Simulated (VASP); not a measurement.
# SiW6 in VASP: a series of runs, part 2 of 2

VASP 6.6.1.

### Step 3. Single point, PBE+D3(BJ)

INCAR reads:

```
SYSTEM = SiW6
  PREC = Accurate
  ENCUT = 520
  EDIFF = 1E-6
  ISMEAR = 0
  SIGMA = 0.1
  LREAL = .False.
  LASPH = .True.
  NELM = 100
  ALGO = Normal
  ISIF = 2
  LWAVE = .False.
  LCHARG = .False.
  LDIPOL = .True.
  IDIPOL = 3
  DIPOL = 0.5 0.5 0.316
  GGA = PE
  IVDW = 12
  NBANDS = 53
```

KPOINTS reads:

```
regular mesh
0
Gamma
  6 6 1
  0 0 0
```

POSCAR reads:

```
SiW6
1.0
    4.4682526324      0.0000000000      0.0000000000
   -2.2341263162      3.8696202902      0.0000000000
    0.0000000000      0.0000000000     21.7259061349
W Si
6 1
Direct
    0.6666666667      0.3333333333      0.1841119986
    0.3333333333      0.6666666667      0.2260931360
    0.0000000000      0.0000000000      0.2680742733
    0.6666666667      0.3333333333      0.3070897866
    0.3333333333      0.6666666667      0.3466976876
    0.0000000000      0.0000000000      0.3832248047
    0.3333333333      0.6666666667      0.4982948038
```

Potentials or basis: VASP PAW PBE potentials, release 64 (W_sv, Si).

On the command line:

```console
> cat potpaw_PBE.64/W_sv/POTCAR potpaw_PBE.64/Si/POTCAR > POTCAR
> mpirun -np 1 vasp_std > vasp.out
```

OUTCAR:

```text
SYSTEM = SiW6
   PREC = Accurate
   ENCUT = 520
   EDIFF = 1E-6
   ISMEAR = 0
   LREAL = .False.
   LASPH = .True.
   NELM = 100
   ISIF = 2
   GGA = PE
   IVDW = 12
 IVDW          = 12

 ion  position               nearest neighbor table
   1  0.667  0.333  0.184-   4 2.67   2 2.74   2 2.74   2 2.74   3 3.16   3 3.16   3 3.16
   2  0.333  0.667  0.226-   5 2.62   3 2.74   3 2.74   3 2.74   1 2.74   1 2.74   1 2.74   4 3.12
                             4 3.12   4 3.12
   3  0.000  0.000  0.268-   6 2.50   4 2.72   4 2.72   4 2.72   2 2.74   2 2.74   2 2.74   5 3.09
                             5 3.09   5 3.09   1 3.16   1 3.16   1 3.16
   4  0.667  0.333  0.307-   1 2.67   3 2.72   3 2.72   3 2.72   5 2.72   5 2.72   5 2.72   6 3.06
                             6 3.06   6 3.06   2 3.12   2 3.12   2 3.12
   5  0.333  0.667  0.347-   2 2.62   6 2.70   6 2.70   6 2.70   4 2.72   4 2.72   4 2.72   3 3.09
                             3 3.09   3 3.09   7 3.29
   6  0.000  0.000  0.383-   3 2.50   5 2.70   5 2.70   5 2.70   4 3.06   4 3.06   4 3.06
   7  0.333  0.667  0.498-   5 3.29

  LATTYP: Found a hexagonal cell.
 ALAT       =     4.4682526324
 C/A-ratio  =     4.8622824004

  Lattice vectors:

 A1 = (   4.4682526324,   0.0000000000,   0.0000000000)
 A2 = (  -2.2341263162,   3.8696202902,   0.0000000000)
 A3 = (   0.0000000000,   0.0000000000,  21.7259061349)

Analysis of symmetry for initial positions (statically):
=====================================================================
 Subroutine PRICEL returns:
 Original cell was already a primitive cell.

 Routine SETGRP: Setting up the symmetry group for a
 hexagonal supercell.

 Subroutine GETGRP returns: Found  6 space group operations
 (whereof  6 operations were pure point group operations)
 out of a pool of 24 trial point group operations.

The static configuration has the point symmetry C_3v.

Analysis of symmetry for dynamics (positions and initial velocities):
=====================================================================
 Subroutine PRICEL returns:
 Original cell was already a primitive cell.

 Routine SETGRP: Setting up the symmetry group for a
 hexagonal supercell.

 Subroutine GETGRP returns: Found  6 space group operations
 (whereof  6 operations were pure point group operations)
 out of a pool of 24 trial point group operations.

The dynamic configuration has the point symmetry C_3v.

 Subroutine INISYM returns: Found  6 space group operations
 (whereof  6 operations are pure point group operations),
 and found     1 'primitive' translations

----------------------------------------------------------------------------------------

                                     Primitive cell

  volume of cell :     375.6505

  direct lattice vectors                    reciprocal lattice vectors
     4.468252632  0.000000000  0.000000000     0.223801133  0.129211644  0.000000000
    -2.234126316  3.869620290  0.000000000     0.000000000  0.258423288  0.000000000
     0.000000000  0.000000000 21.725906135     0.000000000  0.000000000  0.046028000

  length of vectors
     4.468252632  4.468252632 21.725906135     0.258423288  0.258423288  0.046028000

  position of ions in fractional coordinates (direct lattice)
     0.666666667  0.333333333  0.184111999
     0.333333333  0.666666667  0.226093136
     0.000000000  0.000000000  0.268074273
[... 53 lines left out ...]
   dimension x,y,z NGX =    36 NGY =   36 NGZ =  162
   dimension x,y,z NGXF=    72 NGYF=   72 NGZF=  324
   ions per type =               6   1
   NGX,Y,Z   is equivalent  to a cutoff of  13.39, 13.39, 12.40 a.u.
   NGXF,Y,Z  is equivalent  to a cutoff of  26.79, 26.79, 24.79 a.u.
 SYSTEM =  SiW6
   PREC   = accura    normal or accurate (medium, high low for compatibility)
   ISTART =      0    job   : 0-new  1-cont  2-samecut
   ICHARG =      2    charge: 1-file 2-atom 10-const
   ISPIN  =      1    spin polarized calculation?
   LNONCOLLINEAR =      F non collinear calculations
   LSORBIT =      F    spin-orbit coupling
   LASPH  =      T    aspherical Exc in radial PAW
   ENCUT  =  520.0 eV  38.22 Ry    6.18 a.u.   8.31  8.31 40.40*2*pi/ulx,y,z
   NELM   =    100;   NELMIN=  2; NELMDL= -5     # of ELM steps
   EDIFF  = 0.1E-05   stopping-criterion for ELM
   LREAL  =      F    real-space projection
   EDIFFG = 0.1E-04   stopping-criterion for IOM
   NSW    =      0    number of steps for IOM
   IBRION =     -1    ionic relax: 0-MD 1-quasi-New 2-CG
   NFREE  =      0    steps in history (QN), initial steepest desc. (CG)
   ISIF   =      2    stress and relaxation
   ISYM   =      2    0-nonsym 1-usesym 2-fastsym
   POTIM  = 0.5000    time-step for ionic-motion
   TEBEG  =    0.0;   TEEND  =   0.0 temperature during run
   PSTRESS=    0.0 pullay stress
   NELECT =      88.0000    total number of electrons
   NUPDOWN=      -1.0000    fix difference up-down
   EMIN   =  10.00;   EMAX   =-10.00  energy-range for DOS
   EFERMI =   0.00;   METHOD = LEGACY
   ISMEAR =     0;   SIGMA  =   0.10  broadening in eV -4-tet -1-fermi 0-gaus
   EFERMI_NEDOS =   21; number of points for ismear=-14 and -15
   IALGO  =     38    algorithm
   IMIX   =      4    mixing-type and parameters
     AMIX     =   0.40;   BMIX     =  1.00
     AMIX_MAG =   1.60;   BMIX_MAG =  1.00
  volume/ion in A,a.u.               =      53.66       362.14
  Fermi-wavevector in a.u.,A,eV,Ry     =   1.009193  1.907099 13.857143  1.018471
  Thomas-Fermi vector in A             =   2.142107
   LORBIT       =      0    0 simple, 1 ext, 2 COOP (PROOUT), +10 PAW based schemes
   GGA     = PE    functional components
   LHFCALC =     F    Hartree Fock is set to
   AEXX    =    0.0000 exact exchange contribution
   IVDW    =    12    specifies the selected vdW correction
   LEPSILON=     F    determine dielectric tensor
   LRPA    =     F    only Hartree local field effects (RPA)
 non-spin polarized calculation
 Gauss-broadening in eV      SIGMA  =   0.10
  energy-cutoff  :      520.00
  volume of cell :      375.65
 maximum number of plane-waves:     10145
 NGX is ok and might be reduce to    36
   NGX = 17   NGY = 17   NGZ = 81

 dipolmoment           0.000000      0.000000     -0.297588 electrons x Angstroem

 number of electron      88.0000002 magnetization

 dipolmoment           0.000000      0.000000      0.081555 electrons x Angstroem

 Free energy of the ion-electron system (eV)
  ---------------------------------------------------
  ext. energy  EPLUGINS =         0.00000000
  ---------------------------------------------------
  free energy    TOTEN  =       -73.24901226 eV

  energy without entropy =      -73.21091439  energy(sigma->0) =      -73.22996333

 E-fermi :   0.2184     XC(G=0):  -5.2848

 val. band max:        0.2069605538   @ k =   0.3333   0.1667   0.0000
 cond. band min:       0.2876987259   @ k =   0.1667   0.1667   0.0000
 fundamental gap:      0.0807381721
 Fermi energy:         0.2183659394

 k-point     1 :       0.0000    0.0000    0.0000
  band No.  band energies     occupation
      1     -73.7832      2.00000
      2     -73.6655      2.00000
      3     -73.6535      2.00000
      4     -73.6065      2.00000
      5     -73.4769      2.00000
      6     -73.4055      2.00000
[... 381 lines left out ...]
     52       2.2017      0.00000
     53       2.2155      0.00000

------------------------ aborting loop because EDIFF is reached ----------------------------------------

 vacuum level on the upper side and lower side of the slab       (xc-potential included)         0.237        -0.601

 Edisp (eV)   -2.87410

 E8    (eV) :    -1.5064

  FORCE on cell =-STRESS in cart. coord.  units (eV):
  Direction    XX          YY          ZZ          XY          YZ          ZX
  --------------------------------------------------------------------------------------
  -------------------------------------------------------------------------------------
  Total      -8.45919    -8.45919    -8.00924     0.00000     0.00000     0.00000
  in kB     -36.07907   -36.07907   -34.16002     0.00000     0.00000     0.00000
  external pressure =      -35.44 kB  Pullay stress =        0.00 kB

 VOLUME and BASIS-vectors are now :
 -----------------------------------------------------------------------------
  energy-cutoff  :      520.00
  volume of cell :      375.65
      direct lattice vectors                 reciprocal lattice vectors
     4.468252632  0.000000000  0.000000000     0.223801133  0.129211644  0.000000000
    -2.234126316  3.869620290  0.000000000     0.000000000  0.258423288  0.000000000
     0.000000000  0.000000000 21.725906135     0.000000000  0.000000000  0.046028000

 POSITION                                       TOTAL-FORCE (eV/Angst)
 -----------------------------------------------------------------------------------
      2.23413      1.28987      4.00000        -0.000000      0.000000      2.099888
     -0.00000      2.57975      4.91208        -0.000000     -0.000000     -0.975032
      0.00000      0.00000      5.82416        -0.000000      0.000000     -1.420456
      2.23413      1.28987      6.67180         0.000000     -0.000000     -0.401331
     -0.00000      2.57975      7.53232         0.000000      0.000000      1.489659
      0.00000      0.00000      8.32591        -0.000000      0.000000      1.286171
     -0.00000      2.57975     10.82591        -0.000000      0.000000     -2.078899
 -----------------------------------------------------------------------------------
    total drift:                               -0.000000     -0.000000     -0.000242

  FREE ENERGIE OF THE ION-ELECTRON SYSTEM (eV)
  ---------------------------------------------------
  free  energy   TOTEN  =       -76.1231167699 eV

  energy  without entropy=      -76.0850188957  energy(sigma->0) =      -76.10406783

 vacuum level on the upper side and lower side of the slab         4.863         4.010
```

Wall time 3.7 min (1 thread of Intel Xeon 6975P-C (Granite Rapids), shared host); peak memory 0.51 GiB.

What came out:

```
Free energy                : -76.1231 eV
Largest force              : 2.100 eV/Å
Band gap on the k mesh     : zero (band 44 reaches 0.30 eV, above the bottom of band 45 at -0.08 eV)
Dispersion energy per atom : -0.411 eV
```

Forces on the atoms (eV/Å):
```
W    0.000  0.000  2.100
W    0.000  0.000 -0.975
W    0.000  0.000 -1.420
W    0.000  0.000 -0.401
W    0.000  0.000  1.490
W    0.000  0.000  1.286
Si   0.000  0.000 -2.079
```

Levels at points of the mesh, in eV from the Fermi level:
```tsv
k point	band 41	band 42	band 43	band 44	band 45	band 46	band 47	band 48
(0.00, 0.00, 0.00)	-1.08	-1.08	-0.83	-0.44	1.23	1.23	1.25	1.64
(0.50, 0.00, 0.00)	-0.99	-0.65	-0.32	0.08	0.16	0.24	0.79	1.35
```

Caveat: spin-orbit coupling is left out, which moves the levels of the heavy elements.

### Step 4. Single point, PBE+D3(BJ)

INCAR reads:

```
SYSTEM = SiW6
  PREC = Accurate
  ENCUT = 520
  EDIFF = 1E-6
  ISMEAR = 0
  SIGMA = 0.1
  LREAL = .FALSE.
  LASPH = .TRUE.
  NELM = 80
  ALGO = Normal
  ISIF = 2
  LWAVE = .FALSE.
  LCHARG = .FALSE.
  LDIPOL = .TRUE.
  IDIPOL = 3
  DIPOL = 0.5 0.5 0.316
  GGA = PE
  IVDW = 12
  NBANDS = 53
```

KPOINTS reads:

```
regular mesh
0
G
  6 6 1
  0 0 0
```

POSCAR: that of step 3 with these lines changed.

```diff
@@ -14,2 +14,2 @@
     0.0000000000      0.0000000000      0.3832248047
-    0.3333333333      0.6666666667      0.4982948038
+    0.6666666667      0.3333333333      0.4982948038
```

Potentials or basis: VASP PAW PBE potentials, release 64 (W_sv, Si).

On the command line:

```console
> cat potpaw_PBE.64/W_sv/POTCAR potpaw_PBE.64/Si/POTCAR > POTCAR
> mpirun -np 1 vasp_std > vasp.out
```

OUTCAR:

```text
SYSTEM = SiW6
   PREC = Accurate
   ENCUT = 520
   EDIFF = 1E-6
   ISMEAR = 0
   LREAL = .FALSE.
   LASPH = .TRUE.
   NELM = 80
   ISIF = 2
   GGA = PE
   IVDW = 12
 IVDW          = 12

 ion  position               nearest neighbor table
   1  0.667  0.333  0.184-   4 2.67   2 2.74   2 2.74   2 2.74   3 3.16   3 3.16   3 3.16
   2  0.333  0.667  0.226-   5 2.62   3 2.74   3 2.74   3 2.74   1 2.74   1 2.74   1 2.74   4 3.12
[... 601 lines left out ...]
  -------------------------------------------------------------------------------------
  Total      -8.59380    -8.59380    -8.28736     0.00000     0.00000     0.00000
  in kB     -36.65322   -36.65322   -35.34621     0.00000     0.00000     0.00000
  external pressure =      -36.22 kB  Pullay stress =        0.00 kB

 VOLUME and BASIS-vectors are now :
 -----------------------------------------------------------------------------
  energy-cutoff  :      520.00
  volume of cell :      375.65
      direct lattice vectors                 reciprocal lattice vectors
     4.468252632  0.000000000  0.000000000     0.223801133  0.129211644  0.000000000
    -2.234126316  3.869620290  0.000000000     0.000000000  0.258423288  0.000000000
     0.000000000  0.000000000 21.725906135     0.000000000  0.000000000  0.046028000

 POSITION                                       TOTAL-FORCE (eV/Angst)
 -----------------------------------------------------------------------------------
      2.23413      1.28987      4.00000        -0.000000      0.000000      1.964736
     -0.00000      2.57975      4.91208         0.000000      0.000000     -0.608354
      0.00000      0.00000      5.82416         0.000000     -0.000000     -1.828950
      2.23413      1.28987      6.67180         0.000000     -0.000000      0.373208
     -0.00000      2.57975      7.53232        -0.000000      0.000000      0.879574
      0.00000      0.00000      8.32591        -0.000000      0.000000      1.232925
      2.23413      1.28987     10.82591        -0.000000      0.000000     -2.013139
 -----------------------------------------------------------------------------------
    total drift:                               -0.000000     -0.000000     -0.000267

  FREE ENERGIE OF THE ION-ELECTRON SYSTEM (eV)
  ---------------------------------------------------
  free  energy   TOTEN  =       -75.7356726139 eV

  energy  without entropy=      -75.6872698610  energy(sigma->0) =      -75.71147124

 vacuum level on the upper side and lower side of the slab         4.586         4.164
```

stdout:

```text
POSCAR found type information on POSCAR W Si
 POSCAR found :  2 types and       7 ions
 scaLAPACK will be used
 LDA part: xc-table for (Slater+PW92), standard interpolation
 POSCAR, INCAR and KPOINTS ok, starting setup
 FFT: planning ... GRIDC
 FFT: planning ... GRID_SOFT
 FFT: planning ... GRID
 WAVECAR not read
 entering main loop
```

Run time: 3.6 min. Hardware: 1 thread of Intel Xeon 6975P-C (Granite Rapids), shared host; peak memory 0.52 GiB.

What came out:

```
Free energy                : -75.7357 eV
Largest force              : 2.013 eV/Å
Band gap on the k mesh     : 0.05 eV, indirect (least direct gap 0.11 eV)
Dispersion energy per atom : -0.413 eV
```

Forces on the atoms (eV/Å):
```
W    0.000  0.000  1.965
W    0.000  0.000 -0.608
W    0.000  0.000 -1.829
W    0.000  0.000  0.373
W    0.000  0.000  0.880
W    0.000  0.000  1.233
Si   0.000  0.000 -2.013
```

Levels at points of the mesh, in eV from the valence-band top:
| k point | band 41 | band 42 | band 43 | band 44 | band 45 | band 46 | band 47 | band 48 |
| --- | --- | --- | --- | --- | --- | --- | --- | --- |
| (0.00, 0.00, 0.00) | -1.06 | -1.06 | -0.77 | -0.41 | 1.04 | 1.23 | 1.23 | 1.64 |
| (0.50, 0.00, 0.00) | -1.07 | -0.72 | -0.05 | 0.00 | 0.11 | 0.27 | 0.63 | 1.14 |

Caveat: spin-orbit coupling is left out, which moves the levels of the heavy elements.
